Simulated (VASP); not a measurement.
A run of VASP 6.6.1 is set up as follows.

Contents of INCAR:

```
PREC     = Accurate       # precision mode
ENCUT    = 520            # plane-wave cutoff, eV
EDIFF    = 1E-7           # SCF threshold, eV
ISMEAR   = 0              # smearing method
SIGMA    = 0.05           # smearing width, eV
LREAL    = False          # projectors in reciprocal space
LASPH    = True           # aspherical terms in the spheres
NELM     = 100            # most SCF steps
ALGO     = Normal         # electronic algorithm
ISIF     = 2              # what is computed and relaxed
LWAVE    = False          # write WAVECAR
LCHARG   = True           # write CHGCAR
GGA      = PE             # functional
LELF     = True           # ELF
LVHAR    = True         
NBANDS   = 11             # bands
```

The input KPOINTS:

```
Automatic mesh
0
Gamma
  10 10 10
```

Contents of POSCAR:

```
AlN
1.0
    0.0000000000      2.1839935596      2.1839935596
    2.1839935596      0.0000000000      2.1839935596
    2.1839935596      2.1839935596      0.0000000000
Al N
1 1
Direct
    0.0132177649      0.0132177649      0.0132177649
    0.7500000000      0.7500000000      0.7500000000
```

Potentials or basis: VASP PAW PBE potentials, release 64 (Al, N).

Launch:

```bash
$ cat potpaw_PBE.64/Al/POTCAR potpaw_PBE.64/N/POTCAR > POTCAR
$ mpirun -np 1 vasp_std > vasp.out
```

Task: What does it give for the largest force?

Result: 1.148 eV/Å.

Task: What does it give for the pressure?

Result: 5.7 GPa.

Stress tensor (GPa, compression positive):
```
 5.66 -3.27 -3.27
-3.27  5.66 -3.27
-3.27 -3.27  5.66
```

Caveat: the cell differs from its parent crystal (all Al atoms moved +0.100 Å, as atom 1 along Cartesian [1 1 1]); forces of over 1 eV/Å act on the atoms, so gaps and moduli don't describe the material at rest.
